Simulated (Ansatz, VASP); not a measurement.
C in VASP and in Ansatz

```
C
1.0
     1.20801    0.69745    8.11353
    -1.20801    0.69745    8.11353
     0.00000   -1.39489    8.11353
C
4
Direct
  0.08717 0.08717 0.08717
  0.75385 0.75385 0.75385
  0.24615 0.24615 0.24615
  0.91283 0.91283 0.91283
```

Change from the starting cell: volume scaled by 0.94.

Alike in both runs: task single point; functional LDA; k mesh 12 × 12 × 12; occupations fermi-dirac, width 0.05 eV; no spin polarisation.

```csv
,VASP,Ansatz
version,VASP 6.6.1,Ansatz 0.2.0
potentials or method,"VASP PAW LDA potentials, release 64 (C), cutoff 520 eV","all-electron LAPW, scalar-relativistic"
```

VASP gave:

| Quantity | Value |
| --- | --- |
| gap on the k mesh at the Fermi level (eV) | 0.21 |
| least direct gap on the mesh (eV) | 0.21 |
| pressure (GPa) | 9.4 |
| traceless stress, the component that is largest in VASP (GPa) | -10.51 |
| rms of the force components (eV/Å) | 0.003 |

**Question.** Which values does Ansatz return?

**Answer.** gap on the k mesh at the Fermi level (eV): 0.21; least direct gap on the mesh (eV): 0.21; pressure (GPa): 8.7; traceless stress, the component that is largest in VASP (GPa): -9.74; rms of the force components (eV/Å): 0.003.

LDA's correlation is that of Perdew and Zunger in VASP and of Perdew and Wang (1992) in Ansatz. Atom by atom the forces differ by 0.000 eV/Å (rms over components). Ansatz ran all-electron here, and VASP with PAW potentials.
